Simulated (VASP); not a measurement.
**MgO: single point with LDA**

MgO:

```
CELL_PARAMETERS angstrom
2.10039 2.10039 0.00000
-2.10039 2.10039 0.00000
0.00000 2.10039 2.06760
ATOMIC_POSITIONS crystal
Mg 0.00000 0.00000 0.00000
O 0.50000 0.50000 0.00000
```

This cell differs from its parent crystal: film at in-plane strain +0.01.

| Quantity | Value |
| --- | --- |
| Program | VASP 6.6.1 |
| Task | single point |
| Functional | LDA |
| Potentials or basis | VASP PAW LDA potentials, release 64 (Mg, O) |
| Cutoff | 520 eV |
| k mesh | 10 × 10 × 10 |
| Occupations | gaussian, width 0.01 eV |
| Spin | no spin polarisation |

```
Pressure               : -4.0 GPa
Band gap on the k mesh : 4.88 eV, direct
```

Stress tensor (GPa, compression positive):
```
-5.12  0.00  0.00
 0.00 -5.12  0.00
 0.00  0.00 -1.65
```

Levels at points of the mesh, in eV from the valence-band top:
```csv
k point,band 1,band 2,band 3,band 4,band 5,band 6,band 7,band 8
"(0.00, 0.00, 0.00)",-17.14,-0.04,0.00,0.00,4.88,15.59,15.59,15.76
"(0.50, 0.00, 0.00)",-15.73,-4.82,-0.72,-0.69,7.87,12.66,16.05,16.42
"(0.50, 0.50, 0.00)",-15.46,-4.28,-1.44,-1.34,8.96,9.96,13.06,18.89
"(0.00, 0.00, 0.50)",-15.41,-4.22,-1.47,-1.47,8.79,9.93,13.27,18.86
```

It took 9 s on 1 thread of Intel(R) Xeon(R) Platinum 8488C (Sapphire Rapids), with other jobs on the host, peak memory 0.14 GiB.

Caveat: the cell differs from its parent crystal (film at in-plane strain +0.01).
